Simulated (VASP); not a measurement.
Crystal: Mg.

```
CELL_PARAMETERS angstrom
5.29905 0.00000 0.00000
-2.64952 4.58911 0.00000
0.00000 0.00000 4.99664
ATOMIC_POSITIONS crystal
Mg 0.00000 0.00000 0.50000
```

This isn't the form of Mg at room conditions, which is hcp.

This cell differs from its parent crystal: atoms taken out.

| Quantity | Value |
| --- | --- |
| Program | VASP 6.6.1 |
| Task | relaxation of cell and atoms |
| Functional | PBE |
| Potentials or basis | VASP PAW PBE potentials, release 64 (Mg) |
| Cutoff | 600 eV |
| k mesh | 6 × 6 × 6 |
| Occupations | gaussian, width 0.02 eV |
| Spin | no spin polarisation |

At the start: pressure -0.3 GPa; volume 121.51 Å³/atom.

Task: How do energy, volume and symmetry change on relaxing?

Result: Over 12 steps the energy falls by 1216.5 meV/atom and the volume is 25.29 Å³/atom (-79.2 %); space group P6/mmm (No. 191, to 0.1 Å) before and after.

The path:
```
step  energy change (eV)  largest force (eV/Å)  pressure (GPa)  volume (Å³)
   1              0.0000                0.0000           -0.30       121.51
   2             -0.0077                0.0000           -0.33       117.57
   3             -0.0354                0.0000           -0.46       106.27
   4             -0.1155                0.0000           -0.84        85.89
   5             -0.5222                0.0000           -3.59        53.29
   6             -0.3259                0.0000           41.27        14.97
   7             -0.8361                0.0000           -4.47        41.34
   8             -1.2109                0.0000           -0.92        25.97
   9             -1.2113                0.0000            1.05        24.33
  10             -1.1608                0.0000           -2.52        29.28
  11             -1.2164                0.0000           -0.10        25.37
  12             -1.2165                0.0000           -0.01        25.29
```

Final structure:
```
Mg
1.0
     3.07364    0.00000    0.00000
    -1.53682    2.66185    0.00000
     0.00000    0.00000    3.09087
Mg
1
Cartesian
  0.0000 0.0000 1.5454
```

Caveat: the cell differs from its parent crystal (atoms taken out); the volume moved by over 15 % at a fixed basis, so the end points are rough.
